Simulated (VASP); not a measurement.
Here is a VASP 6.6.1 calculation.

POSCAR

```
H
1.0
   -1.6915344700      1.6915344700      2.0584739900
    1.6915344700     -1.6915344700      2.0584739900
    1.6915344700      1.6915344700     -2.0584739900
H
2
Direct
    0.9098622900      0.9098622900      0.0000000000
    0.0901377100      0.0901377100      0.0000000000
```

The input INCAR.step1:

```
SYSTEM = H
PREC = Accurate
ENCUT = 600
ISMEAR = 0
SIGMA = 0.02
LREAL = .False.
LASPH = .True.
NELM = 100
GGA = PE
ALGO = Normal
EDIFF = 1E-4
LWAVE = .True.
LCHARG = .False.
```

File INCAR.step2:

```
SYSTEM = H
PREC = Accurate
ENCUT = 600
EDIFF = 1E-7
ISMEAR = 0
SIGMA = 0.02
LREAL = .False.
LASPH = .True.
NELM = 100
ALGO = Normal
ISIF = 3
LWAVE = .False.
LCHARG = .False.
METAGGA = R2SCAN
LMIXTAU = .True.
IBRION = 2
NSW = 100
EDIFFG = -0.005
ISTART = 1
```

The input KPOINTS:

```
Automatic mesh
0
Gamma
  10 10 10
  0 0 0
```

Potentials or basis: VASP PAW PBE potentials, release 64 (H).

Launch:

```bash
$ cat potpaw_PBE.64/H/POTCAR > POTCAR
$ cp INCAR.step1 INCAR
$ mpirun -np 1 vasp_std > vasp.out
$ cp INCAR.step2 INCAR
$ mpirun -np 1 vasp_std > vasp.out
```

**Question.** What does it give for the relaxed cell?

**Answer.** a = 3.267 Å, b = 3.267 Å, c = 3.267 Å, α = 115.37°, β = 115.37°, γ = 98.23°.

**Question.** Estimate the relaxed volume.

**Answer.** 13.04 Å³/atom.

Step by step:
```tsv
step	energy change (eV)	largest force (eV/Å)	pressure (GPa)	volume (Å³)
1	0.0000	0.0108	0.13	23.56
2	0.0000	0.0150	0.17	23.59
3	0.0000	0.0413	0.21	23.63
4	0.0000	0.0411	0.22	23.63
5	-0.0001	0.0409	0.21	23.65
6	-0.0001	0.0405	0.20	23.69
7	-0.0002	0.0392	0.20	23.76
8	-0.0003	0.0370	0.18	23.91
9	-0.0005	0.0333	0.16	24.22
10	-0.0008	0.0282	0.11	24.84
11	-0.0010	0.0266	0.03	26.10
12	-0.0007	0.1535	-0.24	26.01
13	-0.0010	0.0008	-0.01	26.08
```

Caveat: the PAW data sets were made with another functional, which shifts forces and pressure a little.
